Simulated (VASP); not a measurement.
**Ga2TeS5: single point with PBE**

Ga2TeS5:

```xyz
8
Lattice="2.1664 1.2508 10.6330 -2.1664 1.2508 10.6330 0.0000 -2.5016 10.6330" Properties=species:S:1:pos:R:3 pbc="T T T"
Ga    0.0000    0.0000   25.3778
Ga    0.0000    0.0000    6.5211
Te    0.0000    0.0000    0.0000
S     0.0000    0.0000   11.9184
S     0.0000    0.0000   27.9198
S     0.0000    0.0000    3.9791
S     0.0000    0.0000   19.9805
S     0.0000    0.0000   15.9495
```

The cell was built from a structure type or drawn by symmetry, and may not be a known phase.

```yaml
Program: VASP 6.6.1
Task: single point
Functional: PBE
Potentials_or_basis: VASP PAW PBE potentials, release 64 (Ga_d, Te, S)
Cutoff: 520 eV
k_mesh: 3 × 3 × 3
Occupations: gaussian, width 0.15 eV
Spin: no spin polarisation
Dipole_correction: no
Further_INCAR_settings: ALGO = Normal; EDIFF = 1e-06; NBANDS = 41
```

- Pressure: 0.2 GPa
- Largest force: 0.021 eV/Å
- Band gap on the k mesh: zero (bands 31 and 32 overlap by 1.36 eV)

Forces in eV/Å, atoms in the order of the input:
```
Ga   0.000  0.000  0.021
Ga   0.000  0.000 -0.021
Te   0.000  0.000  0.000
S    0.000  0.000 -0.019
S    0.000  0.000 -0.004
S    0.000  0.000  0.004
S    0.000  0.000  0.019
S    0.000  0.000  0.000
```

Stress tensor (GPa, compression positive):
```
0.00 0.00 0.00
0.00 0.00 0.00
0.00 0.00 0.56
```

Levels at points of the mesh, in eV from the Fermi level:
| k point | band 27 | band 28 | band 29 | band 30 | band 31 | band 32 | band 33 | band 34 | band 35 | band 36 |
| --- | --- | --- | --- | --- | --- | --- | --- | --- | --- | --- |
| (0.00, 0.00, 0.00) | -2.10 | -1.99 | -1.81 | -1.81 | -1.13 | -0.85 | -0.59 | 1.06 | 1.06 | 1.20 |

It took 11 min on 1 thread of Intel Xeon 8259CL (shared host), peak memory 1.1 GiB.

Caveat: the k points lie up to 0.56 Å⁻¹ apart, too coarse for converged energies and pressures of a metal; spin-orbit coupling is left out, which moves the levels of the heavy elements.
